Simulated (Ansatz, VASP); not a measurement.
## Two plane-wave programs on La2AlCo2C

```
CELL_PARAMETERS angstrom
-2.09650 3.04899 4.50027
2.09650 -3.04899 4.50027
2.09650 3.04899 -4.50027
ATOMIC_POSITIONS crystal
La 0.19210 0.69210 0.50000
La 0.80790 0.30790 0.50000
Al 0.50000 0.50000 0.00000
Co 0.29015 0.00000 0.29015
Co 0.70985 0.00000 0.70985
C 0.00000 0.00000 0.00000
```

Alike in both runs: functional PBE; k mesh 10 × 10 × 10; occupations gaussian, width 0.05 eV; no spin polarisation.

Ansatz relaxed the structure, and its values are those at the end. VASP's run is a single point on that final structure, the one shown.

|  | VASP | Ansatz |
| --- | --- | --- |
| version | VASP 6.6.1 | Ansatz 0.2.0 |
| potentials or method | VASP PAW PBE potentials, release 64 (La, Al, Co, C), cutoff 520 eV | scalar-relativistic, plane waves, PAW |
| valence electrons in the cell | 47 | 63 |

```csv
,VASP,Ansatz,Ansatz less VASP
gap on the k mesh at the Fermi level (eV),none,none,-
pressure (GPa),0.0,0.0,+0.03
rms of the force components (eV/Å),0.015,0.000,-0.0150
```

A gap of «none» marks a metal or a gap that the smearing closes. The functional is the same, so the differences come from potentials, cutoffs and numerics. VASP's potentials hold 47 valence electrons a cell and Ansatz's 63, so a difference there can come from the potentials and not from the codes.

Spin-orbit coupling is off throughout.
